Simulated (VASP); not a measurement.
# Ge32H20CO in VASP: single point with RPBE

Aim: the single point of Ge32H20CO with RPBE.

All numbers are computed with VASP 6.6.1; they aren't measurements. Logs are shortened: lines on timing, memory, paths and dates and some standing lists are left out, and cuts for length are marked.

**1. The cell of the first run**

The cell holds a slab with vacuum, 54 atoms: a = 11.316 Å, b = 11.316 Å, c = 20.913 Å, α = 90.00°, β = 90.00°, γ = 90.00°.

**2. Single point, RPBE**

INCAR reads:

```
SYSTEM = Ge32H20CO
  ALGO = Normal
  EDIFF = 1E-6
  ENCUT = 520
  GGA = RP
  ISIF = 2
  ISMEAR = 0
  LASPH = .TRUE.
  LCHARG = .FALSE.
  LREAL = Auto
  LWAVE = .FALSE.
  NBANDS = 272
  NELM = 80
  PREC = Accurate
  SIGMA = 0.03
```

KPOINTS reads:

```
k-points
0
G
  1 1 1
  0 0 0
```

POSCAR reads:

```
Ge32H20CO
1.0
    8.0016200000      8.0016200000      0.0000000000
   -8.0016200000      8.0016200000      0.0000000000
    0.0000000000      0.0000000000     20.9129000000
Ge H O C
32 20 1 1
Direct
   -0.3100720000      0.3151954200      0.3421816900
   -0.1836957900     -0.3127898300      0.3430699600
    0.0502332000     -0.0402337100      0.3654321500
    0.3219554300      0.1937474700      0.3424970500
   -0.0301035400     -0.4663418000      0.3840479600
    0.2006358800     -0.1994483700      0.3470077200
    0.4708464900      0.0357934200      0.3827257700
    0.5389252000     -0.5286406500      0.3830522200
   -0.1178923300      0.3868517800      0.3039627400
   -0.1169792400     -0.1204998800      0.3025810500
    0.1319640300      0.1216198400      0.2992218900
    0.3897033400      0.3864676200      0.3044307100
    0.1137599600     -0.3799517600      0.3030634500
    0.3836706000     -0.1131358000      0.3040472300
    0.6153395200      0.1241842600      0.3027580600
    0.6257705700     -0.3841494200      0.3021710100
    0.0000000400      0.2510688000      0.2347317200
    0.0002167600     -0.2518642900      0.2295624200
    0.2545176200     -0.0034097400      0.2288083500
    0.4989066300      0.2500484100      0.2288587300
    0.2492851100     -0.4994258000      0.2353728900
    0.5014511500     -0.2498061700      0.2355399100
    0.7486047800      0.0019019000      0.2348794900
    0.7518538800     -0.5018712300      0.2285718700
   -0.1250000000      0.1250000000      0.1644630000
   -0.1250000000     -0.3750000000      0.1644630000
    0.1250000000     -0.1250000000      0.1644630000
    0.3750000000      0.1250000000      0.1644630000
    0.1250000000     -0.6250000000      0.1644630000
    0.3750000000     -0.3750000000      0.1644630000
    0.6250000000     -0.1250000000      0.1644630000
    0.6250000000     -0.6250000000      0.1644630000
   -0.0489780000      0.0489780000      0.1195430000
   -0.2010220000      0.2010220000      0.1195430000
   -0.0489780000     -0.4510220000      0.1195430000
   -0.2010220000     -0.2989780000      0.1195430000
    0.2010220000     -0.2010220000      0.1195430000
    0.0489780000     -0.0489780000      0.1195430000
    0.4510220000      0.0489780000      0.1195430000
    0.2989780000      0.2010220000      0.1195430000
    0.2010220000     -0.7010220000      0.1195430000
    0.0489780000     -0.5489780000      0.1195430000
    0.4510220000     -0.4510220000      0.1195430000
    0.2989780000     -0.2989780000      0.1195430000
    0.7010220000     -0.2010220000      0.1195430000
    0.5489780000     -0.0489780000      0.1195430000
    0.7010220000     -0.7010220000      0.1195430000
    0.5489780000     -0.5489780000      0.1195430000
    0.1089292100     -0.1039587600      0.4356569600
    0.3445132000     -0.1227939800      0.4707746000
    0.3370454600     -0.2803713800      0.4773965400
    0.2548744100     -0.1897978200      0.5316661700
    0.1853873600     -0.2023480500      0.4408856600
    0.2862004500     -0.1979458100      0.4821444800
```

Potentials or basis: VASP PAW PBE potentials, release 64 (Ge_d, H, O, C).

The run is started by

```console
cat potpaw_PBE.64/Ge_d/POTCAR potpaw_PBE.64/H/POTCAR potpaw_PBE.64/O/POTCAR potpaw_PBE.64/C/POTCAR > POTCAR
mpirun -np 1 vasp_gam > vasp.out
```

OUTCAR:

```text
SYSTEM = Ge32H20CO
   EDIFF = 1E-6
   ENCUT = 520
   GGA = RP
   ISIF = 2
   ISMEAR = 0
   LASPH = .TRUE.
   LREAL = Auto
   NELM = 80
   PREC = Accurate

 ion  position               nearest neighbor table
   1  0.690  0.315  0.342-   9 2.45  15 2.46   8 2.60
   2  0.816  0.687  0.343-  10 2.45  16 2.46   5 2.60
   3  0.050  0.960  0.365-  49 1.77  11 2.48  10 2.48   6 2.51
   4  0.322  0.194  0.342-  12 2.44  11 2.47   7 2.60
   5  0.970  0.534  0.384-  13 2.54   9 2.56   2 2.60
   6  0.201  0.801  0.347-  53 1.97  13 2.45  14 2.46   3 2.51
   7  0.471  0.036  0.383-  15 2.54  14 2.55   4 2.60
   8  0.539  0.471  0.383-  12 2.55  16 2.55   1 2.60
   9  0.882  0.387  0.304-   1 2.45  17 2.50  24 2.50   5 2.56
  10  0.883  0.880  0.303-   2 2.45   3 2.48  23 2.50  18 2.51
  11  0.132  0.122  0.299-  19 2.47   4 2.47   3 2.48  17 2.49
  12  0.390  0.386  0.304-   4 2.44  21 2.51  20 2.53   8 2.55
  13  0.114  0.620  0.303-   6 2.45  18 2.47  21 2.49   5 2.54
  14  0.384  0.887  0.304-   6 2.46  19 2.48  22 2.49   7 2.55
[... 19 lines left out ...]
  34  0.799  0.201  0.120-  25 1.54
  35  0.951  0.549  0.120-  26 1.54
  36  0.799  0.701  0.120-  26 1.54
  37  0.201  0.799  0.120-  27 1.54
  38  0.049  0.951  0.120-  27 1.54
[... 8 lines left out ...]
  47  0.701  0.299  0.120-  32 1.54
  48  0.549  0.451  0.120-  32 1.54
  49  0.109  0.896  0.436-  53 1.41   3 1.77
  50  0.345  0.877  0.471-  54 1.10
  51  0.337  0.720  0.477-  54 1.10
  52  0.255  0.810  0.532-  54 1.10
  53  0.185  0.798  0.441-  49 1.41  54 1.43   6 1.97
  54  0.286  0.802  0.482-  52 1.10  51 1.10  50 1.10  53 1.43

  LATTYP: Found a simple tetragonal cell.
 ALAT       =    11.3159995250
 C/A-ratio  =     1.8480824388

  Lattice vectors:

 A1 = (   8.0016200000,   8.0016200000,   0.0000000000)
 A2 = (  -8.0016200000,   8.0016200000,   0.0000000000)
 A3 = (   0.0000000000,   0.0000000000,  20.9129000000)

Analysis of symmetry for initial positions (statically):
=====================================================================
 Subroutine PRICEL returns:
 Original cell was already a primitive cell.

 Routine SETGRP: Setting up the symmetry group for a
 simple tetragonal supercell.

 Subroutine GETGRP returns: Found  1 space group operations
 (whereof  1 operations were pure point group operations)
 out of a pool of 16 trial point group operations.

The static configuration has the point symmetry C_1 .

Analysis of symmetry for dynamics (positions and initial velocities):
=====================================================================
 Subroutine PRICEL returns:
[... 194 lines left out ...]
   NFREE  =      0    steps in history (QN), initial steepest desc. (CG)
   ISIF   =      2    stress and relaxation
   ISYM   =      2    0-nonsym 1-usesym 2-fastsym
   POTIM  = 0.5000    time-step for ionic-motion
   TEBEG  =    0.0;   TEEND  =   0.0 temperature during run
   PSTRESS=    0.0 pullay stress
   NELECT =     478.0000    total number of electrons
   NUPDOWN=      -1.0000    fix difference up-down
   EMIN   =  10.00;   EMAX   =-10.00  energy-range for DOS
   EFERMI =   0.00;   METHOD = LEGACY
   ISMEAR =     0;   SIGMA  =   0.03  broadening in eV -4-tet -1-fermi 0-gaus
   EFERMI_NEDOS =   21; number of points for ismear=-14 and -15
   IALGO  =     38    algorithm
   IMIX   =      4    mixing-type and parameters
     AMIX     =   0.40;   BMIX     =  1.00
     AMIX_MAG =   1.60;   BMIX_MAG =  1.00
  volume/ion in A,a.u.               =      49.59       334.66
  Fermi-wavevector in a.u.,A,eV,Ry     =   0.921759  1.741872 11.560052  0.849640
  Thomas-Fermi vector in A             =   2.047211
   LORBIT       =      0    0 simple, 1 ext, 2 COOP (PROOUT), +10 PAW based schemes
   GGA     = RP    functional components
   LHFCALC =     F    Hartree Fock is set to
   AEXX    =    0.0000 exact exchange contribution
   IVDW    =     0    specifies the selected vdW correction
   LEPSILON=     F    determine dielectric tensor
   LRPA    =     F    only Hartree local field effects (RPA)
 non-spin polarized calculation
 Gauss-broadening in eV      SIGMA  =   0.03
  energy-cutoff  :      520.00
  volume of cell :     2677.94
 maximum number of plane-waves:     35941
   NGX = 43   NGY = 43   NGZ = 77

 number of electron     477.9999696 magnetization

 Free energy of the ion-electron system (eV)
  ---------------------------------------------------
  ext. energy  EPLUGINS =         0.00000000
  ---------------------------------------------------
  free energy    TOTEN  =      -205.52920487 eV

  energy without entropy =     -205.52920487  energy(sigma->0) =     -205.52920487

 E-fermi :  -1.8773     XC(G=0):  -3.7029

 val. band max:       -2.0799866248   @ k =   0.0000   0.0000   0.0000
 cond. band min:      -1.4854196938   @ k =   0.0000   0.0000   0.0000
 fundamental gap:      0.5945669310
 Fermi energy:        -1.8773331232

 k-point     1 :       0.0000    0.0000    0.0000
  band No.  band energies     occupation
      1     -26.5995      2.00000
      2     -26.5985      2.00000
      3     -26.5933      2.00000
      4     -26.5365      2.00000
      5     -26.5305      2.00000
      6     -26.5286      2.00000
[... 243 lines left out ...]
    250       0.5662      0.00000
    251       0.6163      0.00000
 [bands above 251 left out]

------------------------ aborting loop because EDIFF is reached ----------------------------------------

  FORCE on cell =-STRESS in cart. coord.  units (eV):
  Direction    XX          YY          ZZ          XY          YZ          ZX
  --------------------------------------------------------------------------------------
  -------------------------------------------------------------------------------------
  Total       28.4240821     23.0490543      9.1361200     -0.4343001      0.0436547      0.2557693
  in kB       17.0057946     13.7899786      5.4660333     -0.2598367      0.0261181      0.1530238
  external PRESSURE =      12.0872688 kB  Pullay stress =       0.0000000 kB

 VOLUME and BASIS-vectors are now :
 -----------------------------------------------------------------------------
  energy-cutoff  :      520.00
  volume of cell :     2677.94
      direct lattice vectors                 reciprocal lattice vectors
     8.001620000  8.001620000  0.000000000     0.062487346  0.062487346  0.000000000
    -8.001620000  8.001620000  0.000000000    -0.062487346  0.062487346  0.000000000
     0.000000000  0.000000000 20.912900000     0.000000000  0.000000000  0.047817376

 POSITION                                       TOTAL-FORCE (eV/Angst)
 -----------------------------------------------------------------------------------
      2.99847      8.04262      7.15601        -0.064949      0.000471      0.094632
      1.03296     12.03055      7.17459         0.066003      0.005335      0.103547
     -7.27774      8.08163      7.64225        -0.032876     -0.001910      0.220322
      1.02587      4.12646      7.16261         0.067501      0.002906      0.085117
      3.49061     12.03087      8.03156         0.000681     -0.023464      0.207044
     -4.80030      8.01112      7.25694         0.007024     -0.004429     -0.022378
[... 46 lines left out ...]
     -4.89911      7.86591      9.22020        -0.118426     -0.213584     -0.017364
     -4.12767      8.70780     10.08304         0.176771      0.192766      0.250995
 -----------------------------------------------------------------------------------
    total drift:                               -0.006297      0.006629      0.021139

  FREE ENERGIE OF THE ION-ELECTRON SYSTEM (eV)
  ---------------------------------------------------
  free  energy   TOTEN  =      -205.5292048750 eV

  energy  without entropy=     -205.5292048750  energy(sigma->0) =     -205.52920487
```

Wall time 50 min (1 thread of Oxide Virtual Turin-like, shared host); peak memory 1.9 GiB.

Results:

```yaml
Free_energy: -205.5292 eV
Largest_force: 0.817 eV/Å
```

Forces on the atoms (eV/Å):
```
Ge  -0.065  0.000  0.095
Ge   0.066  0.005  0.104
Ge  -0.033 -0.002  0.220
Ge   0.068  0.003  0.085
Ge   0.001 -0.023  0.207
Ge   0.007 -0.004 -0.022
Ge  -0.006  0.049  0.184
Ge   0.013  0.000  0.213
Ge   0.028  0.016  0.096
Ge  -0.046 -0.012  0.084
Ge  -0.050  0.017  0.091
Ge  -0.017  0.009  0.082
Ge   0.029 -0.042  0.062
Ge   0.026  0.043  0.047
Ge   0.025 -0.010  0.097
Ge  -0.022 -0.015  0.093
Ge  -0.002 -0.003  0.002
Ge  -0.013 -0.019  0.015
Ge  -0.005  0.017  0.005
Ge  -0.016 -0.003  0.054
Ge   0.005 -0.004 -0.006
Ge   0.002  0.002 -0.009
Ge   0.004  0.001  0.001
Ge   0.005 -0.006  0.040
Ge  -0.124  0.041  0.330
Ge   0.041 -0.018 -0.787
Ge  -0.032 -0.070 -0.524
Ge   0.051 -0.092 -0.810
Ge   0.150  0.060  0.261
Ge  -0.153  0.055  0.417
Ge   0.131 -0.031  0.283
Ge  -0.122 -0.043 -0.694
H   -0.017  0.002 -0.017
H    0.118  0.015 -0.018
H   -0.122 -0.001 -0.093
H    0.152 -0.066 -0.063
H   -0.134 -0.052 -0.058
H    0.082  0.023 -0.066
H   -0.123  0.102 -0.098
H    0.155  0.023 -0.051
H   -0.138 -0.015 -0.014
H    0.058  0.036 -0.013
H   -0.019  0.000 -0.025
H    0.130  0.020 -0.016
H   -0.136  0.048 -0.009
H    0.056 -0.006 -0.009
H   -0.100 -0.052 -0.043
H    0.091  0.023 -0.075
H   -0.123  0.002 -0.035
H    0.009  0.012  0.049
H    0.059 -0.007  0.031
H   -0.007 -0.008  0.076
O   -0.118 -0.214 -0.017
C    0.177  0.193  0.251
```

Caveat: the k points lie up to 0.56 Å⁻¹ apart; there is no dipole correction, which matters where the two faces differ; the PAW data sets were made with another functional, which shifts forces and pressure a little.
